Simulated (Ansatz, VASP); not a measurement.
**CdTe in VASP and in Ansatz**

File INCAR:

```
PREC     = Accurate       # precision mode
ENCUT    = 520            # plane-wave cutoff, eV
EDIFF    = 1E-6           # SCF threshold, eV
ISMEAR   = 0              # smearing method
SIGMA    = 0.05           # smearing width, eV
LREAL    = F              # projectors in reciprocal space
LASPH    = T              # aspherical terms in the spheres
NELM     = 60             # most SCF steps
ALGO     = Normal         # electronic algorithm
ISIF     = 2              # what is computed and relaxed
LWAVE    = F              # write WAVECAR
LCHARG   = F              # write CHGCAR
GGA      = PE             # functional
NBANDS   = 26             # bands
```

The input KPOINTS:

```
regular mesh
0
Gamma
  6 6 5
```

Contents of POSCAR:

```
CdTe
1.0
    3.0652910000     -3.0946090000      0.0000000000
    3.0652910000      3.0946090000      0.0000000000
    0.0000000000      0.0000000000      6.0906520000
Te Cd
2 2
Direct
    0.2338630000      0.7661370000      0.2500000000
    0.7661370000      0.2338630000      0.7500000000
    0.7229700000      0.2770300000      0.2500000000
    0.2770300000      0.7229700000      0.7500000000
```

Contents of input.yaml:

```yaml
crystal:
  lattice:
    - [3.065291, -3.094609, 0.0]
    - [3.065291, 3.094609, 0.0]
    - [0.0, 0.0, 6.090652]
  atoms:
    - { symbol: Te, position: [0.233863, 0.766137, 0.25] }
    - { symbol: Te, position: [0.766137, 0.233863, 0.75] }
    - { symbol: Cd, position: [0.72297, 0.27703, 0.25] }
    - { symbol: Cd, position: [0.27703, 0.72297, 0.75] }
kpoints:
  mp_grid: { grid: [6, 6, 5] }
scf:
  occupations: { method: gaussian, width: 0.05 }
hamiltonian:
  xc: pbe
  pseudopotentials: { kind: all_electron, lapw: { basis_error: 0.002 } }
output:
  forces: true
  stress: true
  eigenvalues: true
```

Alike in both runs: task single point; functional PBE; k mesh 6 × 6 × 5; occupations gaussian, width 0.05 eV; no spin polarisation.

```csv
,VASP,Ansatz
version,VASP 6.6.1,Ansatz 0.2.0
potentials or method,"VASP PAW PBE potentials, release 64 (Te, Cd), cutoff 520 eV","all-electron LAPW, scalar-relativistic"
```

Ansatz gave:

```
gap on the k mesh at the Fermi level (eV) : none
pressure (GPa)                            : -0.2
rms of the force components (eV/Å)        : 0.016
```

Estimate VASP's values.

gap on the k mesh at the Fermi level (eV): none; pressure (GPa): -0.1; rms of the force components (eV/Å): 0.017.

Atom by atom the forces differ by 0.002 eV/Å (rms over components). A gap of «none» marks a metal or a gap that the smearing closes. Ansatz ran all-electron here, and VASP with PAW potentials.

Neither program's run includes spin-orbit coupling.
